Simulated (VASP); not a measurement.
Runs of VASP 6.6.1 on CuO. The structure is that of space group C2/c (No. 15), or close to it. The cells are those of the table. 

```tsv
cell	gap on the mesh (eV)	pressure (GPa)	largest force (eV/Å)
a = 2.900, b = 2.900, c = 5.129 Å, angles 97.7, 97.7, 72.3°, 4 atoms	none	(b)	0.43
a = 2.876, b = 2.876, c = 5.086 Å, angles 97.7, 97.7, 72.3°, 4 atoms	none	-4.2	0.35
a = 2.826, b = 2.826, c = 4.997 Å, angles 97.7, 97.7, 72.3°, 4 atoms	none	(a)	0.16
a = 2.924, b = 2.924, c = 5.171 Å, angles 97.7, 97.7, 72.3°, 4 atoms	none	-12.5	0.50
a = 2.851, b = 2.851, c = 5.042 Å, angles 97.7, 97.7, 72.3°, 4 atoms	none	0.9	0.26
```

Alike in all rows: task single point; level LDA; potentials or basis VASP PAW LDA potentials, release 64 (Cu, O); no spin polarisation; k mesh 10 × 10 × 6; cutoff (eV) 520; smearing fermi-dirac 0.1 eV.

Problem. Estimate the missing entries.

Solution. (a) 6.9; (b) -8.7.

Caveats: semilocal functionals often make such compounds metallic where correlation or magnetic order opens a gap, which also shifts bond lengths; the cell stands under tension (at least some runs); the cell stands under pressure (at least some runs).

A gap of «none» marks levels without a gap at the run's occupations.
